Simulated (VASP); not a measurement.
Write the native input for VASP 6.6.1 that does the following.

```
Task                   : single point
Functional             : LDA
Potentials or basis    : VASP PAW LDA potentials, release 64 (Cu, As)
Cutoff                 : 520 eV
k mesh                 : 12 × 12 × 8
Occupations            : gaussian, width 0.15 eV
Spin                   : no spin polarisation
Dipole correction      : no
Further INCAR settings : ALGO = Normal; EDIFF = 1e-07; NBANDS = 24
```

The structure of CuAs lies in POSCAR:

```
CuAs
1.0
    3.5151000000      0.0000000000      0.0000000000
   -1.7575500000      3.0441658968      0.0000000000
    0.0000000000      0.0000000000      4.8580437534
Cu As
2 2
Direct
    0.0000000000      0.0000000000      0.5000000000
    0.0000000000      0.0000000000      0.0000000000
    0.6666666667      0.3333333333      0.7500000000
    0.3333333333      0.6666666667      0.2500000000
```

The input as run:

INCAR

```
ALGO = Normal
EDIFF = 1E-7
ENCUT = 520
ISIF = 2
ISMEAR = 0
LASPH = True
LCHARG = False
LREAL = False
LWAVE = False
NBANDS = 24
NELM = 100
PREC = Accurate
SIGMA = 0.15
```

KPOINTS

```
k-points
0
Gamma
  12 12 8
```

Potentials or basis: VASP PAW LDA potentials, release 64 (Cu, As).

Run with:

```console
$ cat potpaw_LDA.64/Cu/POTCAR potpaw_LDA.64/As/POTCAR > POTCAR
$ mpirun -np 1 vasp_std > vasp.out
```

It gave:

* Pressure: 27.4 GPa
* Band gap on the k mesh: zero (band 16 reaches 11.20 eV, above the bottom of band 17 at 8.30 eV)

Wall time 88 s on 1 thread of AMD EPYC 9R45 96-Core Processor (Zen 5), on a shared host, peak memory 0.2 GiB.
